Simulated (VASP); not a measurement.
Here is a VASP 6.6.1 calculation.

File INCAR:

```
  PREC = Accurate
  ENCUT = 520
  EDIFF = 1E-6
  ISMEAR = 0
  SIGMA = 0.1
  LREAL = F
  LASPH = T
  NELM = 150
  ALGO = Fast
  ISIF = 2
  LWAVE = F
  LCHARG = F
  ISPIN = 2
  MAGMOM = 1.8 1.8
  LORBIT = 11
  LMAXMIX = 4
  GGA = PS
  NBANDS = 20
```

File KPOINTS:

```
regular mesh
0
Gamma
  18 18 10
```

POSCAR

```
Co
1.0
    2.4066635705      0.0000000000      0.0000000000
   -1.2033317852      2.0842317904      0.0000000000
    0.0000000000      0.0000000000      3.8871794243
Co
2
Direct
    0.6666666667      0.3333333333      0.2500000000
    0.3333333333      0.6666666667      0.7500000000
```

Potentials or basis: VASP PAW PBE potentials, release 64 (Co).

Run with:

```sh
$ cat potpaw_PBE.64/Co/POTCAR > POTCAR
$ mpirun -np 1 vasp_std > vasp.out
```

Q: What does it give for the net moment?

A: 3.06 μB per cell.

Q: What does it give for the site moments?

A: Co +1.53 μB.

Q: Estimate the pressure.

A: 16.5 GPa.

Stress tensor (GPa, compression positive):
```
16.61  0.00  0.00
 0.00 16.61  0.00
 0.00  0.00 16.39
```

Caveat: the cell stands under pressure; the PAW data sets were made with another functional, which shifts forces and pressure a little.
